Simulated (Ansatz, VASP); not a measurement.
# One calculation of SbSe5, two programs

```
CELL_PARAMETERS angstrom
3.82624 0.00000 0.00000
-1.91312 3.31362 0.00000
0.00000 0.00000 13.27661
ATOMIC_POSITIONS crystal
Sb 0.00000 0.00000 0.00000
Se 0.33333 0.66667 0.12807
Se 0.66667 0.33333 0.87193
Se 0.33333 0.66667 0.61594
Se 0.00000 0.00000 0.50000
Se 0.66667 0.33333 0.38406
```

Alike in both runs: functional PBE; k mesh 12 × 12 × 4; occupations gaussian, width 0.1 eV; no spin polarisation.

Ansatz relaxed the structure, and its values are those at the end. VASP's run is a single point on that final structure, the one shown.

|  | VASP | Ansatz |
| --- | --- | --- |
| version | VASP 6.6.1 | Ansatz 0.2.0 |
| potentials or method | VASP PAW PBE potentials, release 64 (Sb, Se), cutoff 520 eV | scalar-relativistic, plane waves, PAW |
| valence electrons in the cell | 35 | 95 |

|  | VASP | Ansatz | Ansatz less VASP |
| --- | --- | --- | --- |
| gap on the k mesh at the Fermi level (eV) | none | none | - |
| pressure (GPa) | 0.0 | 0.0 | 0.00 |

A gap of «none» marks a metal or a gap that the smearing closes. VASP's potentials hold 35 valence electrons a cell and Ansatz's 95, so a difference there can come from the potentials and not from the codes.

Spin-orbit coupling is off throughout.
